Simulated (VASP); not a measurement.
A run of VASP 6.6.1:

INCAR

```
SYSTEM = CoO
  PREC = Accurate
  ENCUT = 520
  EDIFF = 1E-7
  ISMEAR = 0
  SIGMA = 0.05
  LREAL = .FALSE.
  LASPH = .TRUE.
  NELM = 150
  ALGO = Normal
  ISIF = 2
  LWAVE = .FALSE.
  LCHARG = .FALSE.
  ISPIN = 2
  MAGMOM = 2.24 -2.24 0 0
  LORBIT = 11
  LMAXMIX = 4
  GGA = PE
  NBANDS = 27
```

KPOINTS

```
Automatic mesh
0
G
  12 12 6
  0 0 0
```

Contents of POSCAR:

```
CoO
1.0
    0.0000000000      2.2797738671      2.2797738670
    4.4490780792      2.2797738671      2.2797738670
    4.4490780792      4.5595477341     -0.0000000001
Co O
2 2
Direct
    0.0000000000      0.0000000000      0.0000000000
    0.0000000000      0.0000000000      0.5000000000
    0.2500006533      0.2499993467      0.0000000000
    0.2499993467      0.2500006533      0.5000000000
```

Potentials or basis: VASP PAW PBE potentials, release 64 (Co, O).

The run is started by

```bash
$ cat potpaw_PBE.64/Co/POTCAR potpaw_PBE.64/O/POTCAR > POTCAR
$ mpirun -np 1 vasp_std > vasp.out
```

Hardware: 1 thread of Intel(R) Xeon(R) 6975P-C (Granite Rapids), on a shared host.

Problem. Estimate the wall time of this run.

Solution. Wall time 2.8 min on 1 thread of Intel(R) Xeon(R) 6975P-C (Granite Rapids), on a shared host, peak memory 0.36 GiB. Counts: scf iterations 18, k points 100.
